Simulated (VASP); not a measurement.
# BaTiO3 (P1) in VASP: single point with PBE+U

Aim: the single point of BaTiO3 with PBE+U.

All numbers are computed with VASP 6.6.1; they aren't measurements. Logs are shortened: lines on timing, memory, paths and dates and some standing lists are left out, and cuts for length are marked.

**1. The cell of the first run**

The typed cell holds 5 atoms: a = 4.051 Å, b = 4.051 Å, c = 4.051 Å, α = 89.83°, β = 89.83°, γ = 89.83°.

**2. Single point, PBE+U (atoms moved at random)**

INCAR reads:

```
PREC = Accurate
ENCUT = 520
EDIFF = 1E-7
ISMEAR = 0
SIGMA = 0.05
LREAL = False
LASPH = True
NELM = 150
ALGO = Normal
ISIF = 2
LWAVE = False
LCHARG = True
LMAXMIX = 4
LDAU = True
LDAUTYPE = 2
LDAUL = -1 2 -1
LDAUU = 0 4 0
LDAUJ = 0 0 0
LDAUPRINT = 1
GGA = PE
LELF = True
LVHAR = True
NBANDS = 28
```

KPOINTS reads:

```
Automatic mesh
0
Gamma
  6 6 6
```

POSCAR reads:

```
BaTiO3
1.0
    2.8603720851      1.6514365933      2.3460535783
   -2.8603720851      1.6514365933      2.3460535783
    0.0000000000     -3.3028731867      2.3460535783
Ba Ti O
1 1 3
Direct
    0.0990030698      0.0162062249     -0.0278157249
    0.4677017157      0.5672054127      0.4617491293
    0.4521024939      0.4413493125      1.0674072615
    0.4902596844      1.0545115408      0.4934690356
    0.9696330362      0.3994275091      0.4838902985
```

Potentials or basis: VASP PAW PBE potentials, release 64 (Ba_sv, Ti_sv, O).

Launch:

```
$ cat potpaw_PBE.64/Ba_sv/POTCAR potpaw_PBE.64/Ti_sv/POTCAR potpaw_PBE.64/O/POTCAR > POTCAR
$ mpirun -np 1 vasp_std > vasp.out
```

OUTCAR:

```text
PREC = Accurate
   ENCUT = 520
   EDIFF = 1E-7
   ISMEAR = 0
   LREAL = False
   LASPH = True
   NELM = 150
   ISIF = 2
   GGA = PE

 ion  position               nearest neighbor table
   1  0.099  0.016  0.972-   3 2.28   4 2.51   5 2.57   5 2.64   4 2.65   3 2.76   2 3.07   2 3.13
                             4 3.15   3 3.16   5 3.24   4 3.25   5 3.28   2 3.35   2 3.39   2 3.71
   2  0.468  0.567  0.462-   3 1.68   4 1.98   4 2.08   5 2.13   5 2.14   1 3.07   1 3.13   1 3.35
                             1 3.39   1 3.71   1 3.77
   3  0.452  0.441  0.067-   2 1.68   1 2.28   1 2.76   1 3.16
   4  0.490  0.055  0.493-   2 1.98   2 2.08   1 2.51   1 2.65   1 3.15   1 3.25
   5  0.970  0.399  0.484-   2 2.13   2 2.14   1 2.57   1 2.64   1 3.24   1 3.28

  LATTYP: Found a trigonal (rhomboedric) cell.
 ALAT       =     4.0512885208
 COS(alpha) =     0.0030148013

  Lattice vectors:

 A1 = (   2.8603720851,   1.6514365933,   2.3460535783)
 A2 = (  -2.8603720851,   1.6514365933,   2.3460535783)
 A3 = (   0.0000000000,  -3.3028731867,   2.3460535783)

Analysis of symmetry for initial positions (statically):
=====================================================================
 Subroutine PRICEL returns:
 Original cell was already a primitive cell.

 Routine SETGRP: Setting up the symmetry group for a
 trigonal (rhombohedral) supercell.

 Subroutine GETGRP returns: Found  1 space group operations
 (whereof  1 operations were pure point group operations)
 out of a pool of 12 trial point group operations.

The static configuration has the point symmetry C_1 .

Analysis of symmetry for dynamics (positions and initial velocities):
=====================================================================
 Subroutine PRICEL returns:
 Original cell was already a primitive cell.

 Routine SETGRP: Setting up the symmetry group for a
 trigonal (rhombohedral) supercell.

 Subroutine GETGRP returns: Found  1 space group operations
 (whereof  1 operations were pure point group operations)
 out of a pool of 12 trial point group operations.

The dynamic configuration has the point symmetry C_1 .

 Subroutine INISYM returns: Found  1 space group operations
 (whereof  1 operations are pure point group operations),
 and found     1 'primitive' translations

----------------------------------------------------------------------------------------

                                     Primitive cell

  volume of cell :      66.4926

  direct lattice vectors                    reciprocal lattice vectors
     2.860372085  1.651436593  2.346053578     0.174802433  0.100922232  0.142082575
    -2.860372085  1.651436593  2.346053578    -0.174802433  0.100922232  0.142082575
     0.000000000 -3.302873187  2.346053578     0.000000000 -0.201844464  0.142082575

  length of vectors
     4.051288521  4.051288521  4.051288521     0.246837286  0.246837286  0.246837286

  position of ions in fractional coordinates (direct lattice)
     0.099003070  0.016206225  0.972184275
     0.467701716  0.567205413  0.461749129
     0.452102494  0.441349313  0.067407262
     0.490259684  0.054511541  0.493469036
     0.969633036  0.399427509  0.483890299

  ion indices of the primitive-cell ions
   primitive index   ion index
                 1           1
                 2           2
                 3           3
                 4           4
                 5           5

----------------------------------------------------------------------------------------

 KPOINTS: Automatic mesh

Automatic generation of k-mesh.
 Grid dimensions read from file:
 generate k-points for:    6    6    6

 Generating k-lattice:

  Cartesian coordinates                     Fractional coordinates (reciprocal lattice)
     0.029133739  0.016820372  0.023680429     0.166666667  0.000000000  0.000000000
    -0.029133739  0.016820372  0.023680429     0.000000000  0.166666667  0.000000000
     0.000000000 -0.033640744  0.023680429     0.000000000  0.000000000  0.166666667

  Length of vectors
     0.041139548  0.041139548  0.041139548

  Shift w.r.t. Gamma in fractional coordinates (k-lattice)
     0.000000000  0.000000000  0.000000000

 Subroutine IBZKPT returns following result:
 ===========================================

 Found    112 irreducible k-points:

 Following reciprocal coordinates:
            Coordinates               Weight
  0.000000  0.000000  0.000000      1.000000
  0.166667  0.000000 -0.000000      2.000000
  0.000000  0.166667 -0.000000      2.000000
 -0.000000 -0.000000  0.166667      2.000000
  0.333333 -0.000000  0.000000      2.000000
 -0.000000  0.333333  0.000000      2.000000
[... 16 lines left out ...]
 -0.166667  0.500000  0.000000      2.000000
  0.166667  0.000000  0.500000      2.000000
 [... further k-points ...]
   k-points           NKPTS =    112   k-points in BZ     NKDIM =    112   number of bands    NBANDS=     28
   number of dos      NEDOS =    301   number of ions     NIONS =      5
   total plane-waves  NPLWV =  27000
   dimension x,y,z NGX =    30 NGY =   30 NGZ =   30
   dimension x,y,z NGXF=    60 NGYF=   60 NGZF=   60
   ions per type =               1   1   3
   NGX,Y,Z   is equivalent  to a cutoff of  12.31, 12.31, 12.31 a.u.
   NGXF,Y,Z  is equivalent  to a cutoff of  24.62, 24.62, 24.62 a.u.
 SYSTEM =  unknown system
   PREC   = accura    normal or accurate (medium, high low for compatibility)
   ISTART =      0    job   : 0-new  1-cont  2-samecut
   ICHARG =      2    charge: 1-file 2-atom 10-const
   ISPIN  =      1    spin polarized calculation?
   LNONCOLLINEAR =      F non collinear calculations
   LSORBIT =      F    spin-orbit coupling
   LASPH  =      T    aspherical Exc in radial PAW
   ENCUT  =  520.0 eV  38.22 Ry    6.18 a.u.   7.53  7.53  7.53*2*pi/ulx,y,z
   NELM   =    150;   NELMIN=  2; NELMDL= -5     # of ELM steps
   EDIFF  = 0.1E-06   stopping-criterion for ELM
   LREAL  =      F    real-space projection
   EDIFFG = 0.1E-05   stopping-criterion for IOM
   NSW    =      0    number of steps for IOM
   IBRION =     -1    ionic relax: 0-MD 1-quasi-New 2-CG
   NFREE  =      0    steps in history (QN), initial steepest desc. (CG)
   ISIF   =      2    stress and relaxation
   ISYM   =      2    0-nonsym 1-usesym 2-fastsym
   POTIM  = 0.5000    time-step for ionic-motion
   TEBEG  =    0.0;   TEEND  =   0.0 temperature during run
   PSTRESS=    0.0 pullay stress
   NELECT =      40.0000    total number of electrons
   NUPDOWN=      -1.0000    fix difference up-down
   EMIN   =  10.00;   EMAX   =-10.00  energy-range for DOS
   EFERMI =   0.00;   METHOD = LEGACY
   ISMEAR =     0;   SIGMA  =   0.05  broadening in eV -4-tet -1-fermi 0-gaus
   EFERMI_NEDOS =   21; number of points for ismear=-14 and -15
   IALGO  =     38    algorithm
   IMIX   =      4    mixing-type and parameters
     AMIX     =   0.40;   BMIX     =  1.00
     AMIX_MAG =   1.60;   BMIX_MAG =  1.00
  volume/ion in A,a.u.               =      13.30        89.74
  Fermi-wavevector in a.u.,A,eV,Ry     =   1.381986  2.611575 25.985565  1.909885
  Thomas-Fermi vector in A             =   2.506719
   LORBIT       =      0    0 simple, 1 ext, 2 COOP (PROOUT), +10 PAW based schemes
 LDA+U is selected, type is set to LDAUTYPE =  2
   angular momentum for each species LDAUL =    -1    2   -1
   U (eV)           for each species LDAUU =   0.0  4.0  0.0
   J (eV)           for each species LDAUJ =   0.0  0.0  0.0
   GGA     = PE    functional components
   LHFCALC =     F    Hartree Fock is set to
   AEXX    =    0.0000 exact exchange contribution
   IVDW    =     0    specifies the selected vdW correction
   LEPSILON=     F    determine dielectric tensor
   LRPA    =     F    only Hartree local field effects (RPA)
 non-spin polarized calculation
 Gauss-broadening in eV      SIGMA  =   0.05
  energy-cutoff  :      520.00
  volume of cell :       66.49
 maximum number of plane-waves:      1812
   NGX = 15   NGY = 15   NGZ = 15

atom =   2  type =  2  l = 2

 onsite density matrix

spin component  1

  0.1556 -0.0329  0.0101  0.0292 -0.0146
 -0.0329  0.2579 -0.0453  0.0314  0.0674
  0.0101 -0.0453  0.1488 -0.0178 -0.0109
  0.0292  0.0314 -0.0178  0.1923  0.0046
 -0.0146  0.0674 -0.0109  0.0046  0.1467

spin component  2

  0.1556 -0.0329  0.0101  0.0292 -0.0146
 -0.0329  0.2579 -0.0453  0.0314  0.0674
  0.0101 -0.0453  0.1488 -0.0178 -0.0109
  0.0292  0.0314 -0.0178  0.1923  0.0046
 -0.0146  0.0674 -0.0109  0.0046  0.1467

 occupancies and eigenvectors

  o =  0.1106  v = -0.1500 -0.5094 -0.2713  0.1461  0.7893  0.0000  0.0000  0.0000  0.0000  0.0000      0.0000  0.0000  0.0000  0.0000  0.0000  0.0000  0.0000  0.0000  0.0000  0.0000
  o =  0.1106  v =  0.0000  0.0000  0.0000  0.0000  0.0000 -0.1500 -0.5094 -0.2713  0.1461  0.7893      0.0000  0.0000  0.0000  0.0000  0.0000  0.0000  0.0000  0.0000  0.0000  0.0000
  o =  0.1244  v =  0.7357  0.0781 -0.4553 -0.4800  0.1225  0.0000  0.0000  0.0000  0.0000  0.0000      0.0000  0.0000  0.0000  0.0000  0.0000  0.0000  0.0000  0.0000  0.0000  0.0000
  o =  0.1244  v =  0.0000  0.0000  0.0000  0.0000  0.0000  0.7357  0.0781 -0.4553 -0.4800  0.1225      0.0000  0.0000  0.0000  0.0000  0.0000  0.0000  0.0000  0.0000  0.0000  0.0000
  o =  0.1393  v =  0.0000  0.0000  0.0000  0.0000  0.0000 -0.3577 -0.1606 -0.7958  0.0637 -0.4570      0.0000  0.0000  0.0000  0.0000  0.0000  0.0000  0.0000  0.0000  0.0000  0.0000
  o =  0.1393  v = -0.3577 -0.1606 -0.7958  0.0637 -0.4570  0.0000  0.0000  0.0000  0.0000  0.0000      0.0000  0.0000  0.0000  0.0000  0.0000  0.0000  0.0000  0.0000  0.0000  0.0000
  o =  0.2087  v =  0.0000  0.0000  0.0000  0.0000  0.0000  0.5250 -0.0755 -0.0790  0.8339 -0.1305      0.0000  0.0000  0.0000  0.0000  0.0000  0.0000  0.0000  0.0000  0.0000  0.0000
  o =  0.2087  v =  0.5250 -0.0755 -0.0790  0.8339 -0.1305  0.0000  0.0000  0.0000  0.0000  0.0000      0.0000  0.0000  0.0000  0.0000  0.0000  0.0000  0.0000  0.0000  0.0000  0.0000
  o =  0.3182  v =  0.0000  0.0000  0.0000  0.0000  0.0000 -0.1809  0.8384 -0.2820  0.2207  0.3689      0.0000  0.0000  0.0000  0.0000  0.0000  0.0000  0.0000  0.0000  0.0000  0.0000
  o =  0.3182  v = -0.1809  0.8384 -0.2820  0.2207  0.3689  0.0000  0.0000  0.0000  0.0000  0.0000      0.0000  0.0000  0.0000  0.0000  0.0000  0.0000  0.0000  0.0000  0.0000  0.0000

 number of electron      40.0000001 magnetization

 Free energy of the ion-electron system (eV)
  ---------------------------------------------------
  ext. energy  EPLUGINS =         0.00000000
  ---------------------------------------------------
  free energy    TOTEN  =       -33.78320855 eV

  energy without entropy =      -33.78320855  energy(sigma->0) =      -33.78320855

 E-fermi :   4.4235     XC(G=0): -10.9749

 val. band max:        4.1444085708   @ k =   0.5000   0.5000   0.0000
 cond. band min:       6.5839219508   @ k =   0.0000   0.0000   0.0000
 fundamental gap:      2.4395133800
 Fermi energy:         4.4234766254

 k-point     1 :       0.0000    0.0000    0.0000
  band No.  band energies     occupation
      1     -53.7056      2.00000
      2     -30.2341      2.00000
      3     -29.8638      2.00000
      4     -29.8017      2.00000
      5     -21.1790      2.00000
      6     -13.6110      2.00000
[... 20 lines left out ...]
     27       9.8440      0.00000
     28      10.0936      0.00000

 k-point     2 :       0.1667    0.0000   -0.0000
  band No.  band energies     occupation
      1     -53.7054      2.00000
      2     -30.2338      2.00000
      3     -29.8647      2.00000
      4     -29.8068      2.00000
      5     -21.1546      2.00000
      6     -13.6607      2.00000
[... 20 lines left out ...]
     27      10.2803      0.00000
     28      10.3583      0.00000

 k-point     3 :       0.0000    0.1667   -0.0000
  band No.  band energies     occupation
      1     -53.7054      2.00000
      2     -30.2340      2.00000
      3     -29.8725      2.00000
      4     -29.8028      2.00000
      5     -21.1463      2.00000
      6     -13.6618      2.00000
[... 616 lines left out ...]
      3     -29.9000      2.00000
      4     -29.8102      2.00000
      5     -21.0275      2.00000
      6     -13.8429      2.00000
[... 20 lines left out ...]
     27      11.4842      0.00000
     28      12.1617      0.00000

 k-point    24 :       0.1667    0.0000    0.5000
  band No.  band energies     occupation
      1     -53.7046      2.00000
      2     -30.2679      2.00000
      3     -29.8629      2.00000
      4     -29.8050      2.00000
      5     -21.0255      2.00000
      6     -13.5873      2.00000
[... 20 lines left out ...]
     27      11.0738      0.00000
     28      11.2185      0.00000

 [... further k-points ...]

------------------------ aborting loop because EDIFF is reached ----------------------------------------

  FORCE on cell =-STRESS in cart. coord.  units (eV):
  Direction    XX          YY          ZZ          XY          YZ          ZX
  --------------------------------------------------------------------------------------
  -------------------------------------------------------------------------------------
  Total        3.6839843     12.1889417      8.6190710     -0.3503911     -3.2997917      0.2609235
  in kB       88.7676543    293.6993404    207.6813173     -8.4428694    -79.5103203      6.2870976
  external PRESSURE =     196.7161040 kB  Pullay stress =       0.0000000 kB

 VOLUME and BASIS-vectors are now :
 -----------------------------------------------------------------------------
  energy-cutoff  :      520.00
  volume of cell :       66.49
      direct lattice vectors                 reciprocal lattice vectors
     2.860372085  1.651436593  2.346053578     0.174802433  0.100922232  0.142082575
    -2.860372085  1.651436593  2.346053578    -0.174802433  0.100922232  0.142082575
     0.000000000 -3.302873187  2.346053578     0.000000000 -0.201844464  0.142082575

 POSITION                                       TOTAL-FORCE (eV/Angst)
 -----------------------------------------------------------------------------------
      0.23683     -3.02074      2.55108        -2.270975     -2.419279     -2.899921
     -0.28462      0.18398      3.51124         2.331017     -2.717274      2.054605
      0.03076      1.25284      2.25423        -0.883003      6.147080     -0.187899
      1.24640     -0.73021      2.43577         2.971659     -2.037740     -1.720048
      1.63100      0.66269      4.34712        -2.148698      1.027213      2.753263
 -----------------------------------------------------------------------------------
    total drift:                               -0.000113      0.000398      0.000635

  FREE ENERGIE OF THE ION-ELECTRON SYSTEM (eV)
  ---------------------------------------------------
  free  energy   TOTEN  =       -33.7832085459 eV

  energy  without entropy=      -33.7832085459  energy(sigma->0) =      -33.78320855
```

It took 3.8 min on 1 thread of Intel Xeon Platinum 8259CL at 2.50GHz (Skylake/Cascade Lake), shared host; peak memory 0.32 GiB.

What came out:

| Property | Result |
| --- | --- |
| Free energy | -33.7832 eV |
| Pressure | 19.7 GPa |
| Largest force | 6.213 eV/Å |
| Band gap on the k mesh | 2.44 eV, indirect (least direct gap 2.93 eV) |

Forces in eV/Å, atoms in the order of the input:
```
Ba  -2.271 -2.419 -2.900
Ti   2.331 -2.717  2.055
O   -0.883  6.147 -0.188
O    2.972 -2.038 -1.720
O   -2.149  1.027  2.753
```

Levels at points of the mesh, in eV from the valence-band top:
| k point | band 17 | band 18 | band 19 | band 20 | band 21 | band 22 | band 23 | band 24 |
| --- | --- | --- | --- | --- | --- | --- | --- | --- |
| (0.00, 0.00, 0.00) | -1.58 | -1.10 | -0.81 | -0.65 | 2.44 | 3.18 | 3.52 | 3.73 |
| (0.50, 0.00, 0.00) | -2.25 | -1.63 | -0.95 | -0.56 | 2.61 | 2.89 | 3.60 | 4.05 |
| (0.00, 0.50, 0.00) | -2.10 | -1.68 | -0.86 | -0.41 | 2.64 | 3.79 | 3.87 | 4.07 |
| (0.00, 0.00, 0.50) | -2.03 | -1.44 | -1.14 | -0.80 | 3.08 | 3.41 | 3.48 | 4.02 |
| (0.50, 0.50, 0.00) | -2.49 | -1.35 | -0.91 | 0.00 | 3.31 | 3.66 | 3.88 | 4.07 |
| (0.50, 0.00, 0.50) | -1.82 | -1.34 | -0.87 | -0.40 | 2.60 | 3.12 | 3.86 | 3.94 |
| (0.00, 0.50, 0.50) | -1.53 | -1.11 | -0.72 | -0.42 | 3.41 | 3.55 | 3.88 | 4.35 |
| (0.50, 0.50, 0.50) | -2.09 | -0.98 | -0.51 | -0.15 | 3.29 | 3.49 | 3.69 | 5.14 |

Eigenvalues of the final occupation matrices:
```
    site  spin  trace               eigenvalues
site 2 d     1   0.90  0.11 0.12 0.14 0.21 0.32
site 2 d     2   0.90  0.11 0.12 0.14 0.21 0.32
```

Caveat: the cell differs from its parent crystal (atoms moved at random); spin-orbit coupling is left out, which moves the levels of the heavy elements; forces of over 1 eV/Å act on the atoms, so gaps and moduli don't describe the material at rest.
